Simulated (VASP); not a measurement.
Here is a VASP 6.6.1 calculation.

File INCAR:

```
ALGO = Normal
EDIFF = 1E-6
ENCUT = 700
GGA = PS
GGA_COMPAT = False
ISIF = 2
ISMEAR = 0
LASPH = True
LCHARG = False
LDAU = True
LDAUJ = 0 0 0
LDAUL = 2 -1 -1
LDAUPRINT = 1
LDAUTYPE = 2
LDAUU = 4 0 0
LMAXMIX = 4
LREAL = False
LWAVE = False
NBANDS = 66
NELM = 200
PREC = Accurate
SIGMA = 0.05
```

Contents of KPOINTS:

```
k-points
0
Gamma
  4 4 3
```

Contents of POSCAR:

```
Sn3PdO8
1.0
    4.7373500000      0.0000000000      0.0000000000
    0.0000000000      4.7373500000      0.0000000000
    0.0000000000      0.0000000000      6.3728000000
Pd Sn O
1 3 8
Direct
    0.0000000000      0.0000000000      1.0000000000
    0.0000000000      0.0000000000      0.5000000000
    0.5000000000      0.5000000000      0.2463965786
    0.5000000000      0.5000000000      0.7536034214
    0.3002803001      0.3002803001      1.0000000000
    0.3083640033      0.3083640033      0.5000000000
    0.1897046375      0.8102953625      0.2440860549
    0.1897046375      0.8102953625      0.7559139451
    0.6997196999      0.6997196999      1.0000000000
    0.6916359967      0.6916359967      0.5000000000
    0.8102953625      0.1897046375      0.2440860549
    0.8102953625      0.1897046375      0.7559139451
```

Potentials or basis: VASP PAW PBE potentials, release 64 (Pd_sv_GW, Sn_d, O).

Command:

```sh
$ cat potpaw_PBE.64/Pd_sv_GW/POTCAR potpaw_PBE.64/Sn_d/POTCAR potpaw_PBE.64/O/POTCAR > POTCAR
$ mpirun -np 1 vasp_std > vasp.out
```

Question: What does it give for the band gap on the k mesh?

Answer: 0.90 eV (least direct gap 0.91 eV).

Question: Predict the pressure.

Answer: -2.2 GPa.

Eigenvalues of the final occupation matrices:
| site | spin | trace | eigenvalues |
| --- | --- | --- | --- |
| site 1 d | 1 | 3.56 | 0.44 0.46 0.88 0.89 0.89 |
| site 1 d | 2 | 3.56 | 0.44 0.46 0.88 0.89 0.89 |

Caveat: the PAW data sets were made with another functional, which shifts forces and pressure a little; spin-orbit coupling is left out, which moves the levels of the heavy elements. A k mesh can miss the band edges.
